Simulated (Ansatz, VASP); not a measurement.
ZrB2 in VASP and in Ansatz

File INCAR:

```
SYSTEM = ZrB2
PREC = Accurate
ENCUT = 520
EDIFF = 1E-7
ISMEAR = -1
SIGMA = 0.03
LREAL = .False.
LASPH = .True.
NELM = 60
ALGO = Normal
ISIF = 2
LWAVE = .False.
LCHARG = .False.
NBANDS = 16
```

Contents of KPOINTS:

```
Automatic mesh
0
Gamma
  13 13 10
  0 0 0
```

File POSCAR:

```
ZrB2
1.0
    3.1649998255      0.0000000000      0.0000000000
   -1.5824999128      2.7409702519      0.0000000000
    0.0000000000      0.0000000000      3.5904000000
Zr B
1 2
Direct
    0.0000000000      0.0000000000      0.0000000000
    0.3333333333      0.6666666667      0.5000000000
    0.6666666667      0.3333333333      0.5000000000
```

Input for Ansatz:

```yaml
crystal:
  lattice:
    - [3.1649998255, 0.0, 0.0]
    - [-1.5824999128, 2.7409702519, 0.0]
    - [0.0, 0.0, 3.5904]
  atoms:
    - { symbol: Zr, position: [0.0, 0.0, 0.0] }
    - { symbol: B, position: [0.3333333333, 0.6666666667, 0.5] }
    - { symbol: B, position: [0.6666666667, 0.3333333333, 0.5] }
kpoints:
  mp_grid: { grid: [13, 13, 10] }
  band_path:
    path:
      - [0.0, 0.0, 0.0]
      - [0.5, 0.0, 0.0]
      - [0.3333333333, 0.3333333333, 0.0]
      - [0.0, 0.0, 0.0]
      - [0.0, 0.0, 0.5]
      - [0.5, 0.0, 0.5]
      - [0.3333333333, 0.3333333333, 0.5]
      - [0.0, 0.0, 0.5]
      - [0.5, 0.0, 0.5]
    npoints: 5
scf:
  occupations: { method: fermi_dirac, width: 0.03 }
hamiltonian:
  xc: lda
  pseudopotentials: { kind: all_electron, lapw: { basis_error: 0.001 } }
output:
  forces: true
  stress: true
  eigenvalues: true
```

Change from the starting cell: zz strain of +2 %.

Alike in both runs: task single point; functional LDA; k mesh 13 × 13 × 10; occupations fermi-dirac, width 0.03 eV; no spin polarisation.

```csv
,VASP,Ansatz
version,VASP 6.6.1,Ansatz 0.2.0
potentials or method,"VASP PAW LDA potentials, release 64 (Zr_sv, B), cutoff 520 eV","all-electron LAPW, scalar-relativistic"
```

Ansatz gave:

- pressure (GPa): -11.4
- traceless stress, the component that is largest in VASP (GPa): -3.17

Q: What did VASP give for the same quantities?

A: Pressure (GPa): -11.0; traceless stress, the component that is largest in VASP (GPa): -3.17.

LDA's correlation is that of Perdew and Zunger in VASP and of Perdew and Wang (1992) in Ansatz. Ansatz ran all-electron here, and VASP with PAW potentials.
